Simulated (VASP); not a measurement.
**BaTeH6: relaxation of cell and atoms with PBEsol**

Crystal: BaTeH6.

```xyz
8
Lattice="3.4623 1.9846 2.5093 -3.4972 2.0158 2.5326 0.0096 -3.9956 2.5171" Properties=species:S:1:pos:R:3 pbc="T T T"
Ba   -0.0852    0.0440    0.0332
Te   -0.0976    0.0089    3.6384
H     1.1088    0.8817    2.2102
H     0.0488   -1.2830    2.2606
H     1.2807   -0.6875    5.1430
H    -0.3353    1.2010    5.1815
H    -1.2036   -0.7595    5.3016
H    -1.1251    0.7394    2.2973
```

```json
{
 "Program": "VASP 6.6.1",
 "Task": "relaxation of cell and atoms",
 "Functional": "PBEsol",
 "Potentials or basis": "VASP PAW PBE potentials, release 64 (Ba_sv, Te, H)",
 "Cutoff": "600 eV",
 "k mesh": "4 × 4 × 4",
 "Occupations": "fermi-dirac, width 0.05 eV",
 "Spin": "no spin polarisation",
 "Dipole correction": "no",
 "Further INCAR settings": "ALGO = Normal; EDIFF = 1e-06; IBRION = 2; EDIFFG = -0.01; NSW = 100; ISIF = 3"
}
```

The relaxed volume is 13.44 Å³/atom. The relaxed cell is a = 4.820 Å, b = 4.618 Å, c = 4.852 Å, α = 92.36°, β = 93.83°, γ = 92.81°. The space group after relaxing (to 0.1 Å) is P1 (No. 1) and the energy gained by relaxing is 76.5 meV/atom. The ionic steps are 73, the pressure after relaxing is 0.0 GPa and the largest force after relaxing is 0.007 eV/Å. The band gap on the k mesh is 1.27 eV (least direct gap 1.55 eV).

Forces on the atoms (eV/Å):
```
Ba  -0.001 -0.003  0.000
Te   0.005  0.005  0.001
H    0.002 -0.005 -0.003
H   -0.003  0.004  0.000
H    0.003 -0.003  0.001
H    0.000  0.000 -0.002
H   -0.002  0.001  0.001
H   -0.003  0.001  0.001
```

The path:
```tsv
step	energy change (eV)	largest force (eV/Å)	pressure (GPa)	volume (Å³)
1	0.0000	1.1500	0.26	105.14
3	-0.2280	0.4169	-0.92	105.79
5	-0.2741	0.2954	1.03	103.10
7	-0.3183	0.2412	0.24	104.92
9	-0.3491	0.2551	-0.60	107.32
11	-0.3935	0.3614	0.26	107.14
13	-0.4027	0.4867	0.81	107.02
15	-0.4426	0.3195	0.32	108.33
17	-0.4489	0.3239	0.06	108.97
19	-0.5126	0.3663	-0.72	110.43
21	-0.5199	0.3910	-0.93	111.03
23	-0.5425	0.3824	0.09	109.24
25	-0.5592	0.2267	-0.14	108.22
27	-0.5712	0.1977	0.36	106.97
29	-0.5810	0.1800	0.02	107.09
31	-0.5895	0.1210	0.23	107.24
33	-0.5936	0.0819	-0.12	108.02
35	-0.5953	0.1333	0.12	107.87
37	-0.5982	0.0751	-0.08	108.06
39	-0.5995	0.0787	-0.04	107.98
41	-0.6014	0.0981	0.09	107.72
43	-0.6033	0.1078	-0.03	107.57
45	-0.6043	0.0605	0.00	107.62
47	-0.6069	0.0478	-0.04	107.67
49	-0.6071	0.0716	-0.05	107.69
51	-0.6084	0.0595	-0.05	107.58
53	-0.6091	0.0571	0.10	107.37
55	-0.6099	0.0691	-0.10	107.57
57	-0.6103	0.0258	0.02	107.46
59	-0.6107	0.0289	0.01	107.45
61	-0.6110	0.0194	-0.02	107.42
63	-0.6114	0.0225	0.00	107.27
65	-0.6115	0.0125	0.05	107.19
67	-0.6116	0.0134	0.02	107.28
69	-0.6117	0.0165	0.01	107.46
71	-0.6117	0.0130	-0.01	107.50
73	-0.6118	0.0073	-0.02	107.51
```

Final structure:
```
Ba Te H
1.0
     3.48678    2.05346    2.61791
    -3.34749    1.91833    2.53763
    -0.04444   -4.06403    2.65050
Ba Te H
1 1 6
Cartesian
  0.0176 -3.8799 2.6146
  -0.0959 -0.2008 3.8537
  1.2233 0.5159 2.9274
  0.1693 -1.4490 1.9047
  1.1845 -0.4987 5.2795
  -0.2509 1.2903 4.7708
  -1.2260 -0.7079 5.8045
  -1.0517 0.6701 2.4064
```

Levels at points of the mesh, in eV from the valence-band top:
```csv
k point,band 8,band 9,band 10,band 11,band 12,band 13,band 14,band 15
"(0.00, 0.00, 0.00)",-4.40,-2.27,-1.97,-1.75,2.65,2.88,4.12,4.49
"(0.50, 0.00, 0.00)",-4.49,-1.33,-0.82,-0.32,1.66,2.70,3.45,4.09
"(0.00, 0.50, 0.00)",-4.14,-1.23,-1.05,-0.82,2.23,2.81,2.99,4.29
"(0.50, 0.50, 0.00)",-4.11,-2.59,-1.33,-0.48,1.94,2.98,3.46,4.94
"(0.00, 0.00, 0.50)",-4.48,-1.30,-0.86,-0.32,1.61,2.65,3.40,4.19
"(0.50, 0.00, 0.50)",-4.36,-2.76,-0.47,-0.27,2.23,2.38,3.42,5.03
"(0.00, 0.50, 0.50)",-4.10,-2.62,-1.33,-0.36,1.92,3.02,3.44,4.86
"(0.50, 0.50, 0.50)",-4.85,-1.60,-1.54,0.00,3.96,4.15,4.48,5.63
```

Run time: 63 min on 1 thread of Intel(R) Xeon(R) Platinum 8259CL CPU @ 2.50GHz (Skylake/Cascade Lake) (shared host), peak memory 0.32 GiB.

Caveat: the PAW data sets were made with another functional, which shifts forces and pressure a little; spin-orbit coupling is left out, which moves the levels of the heavy elements. A k mesh can miss the band edges.
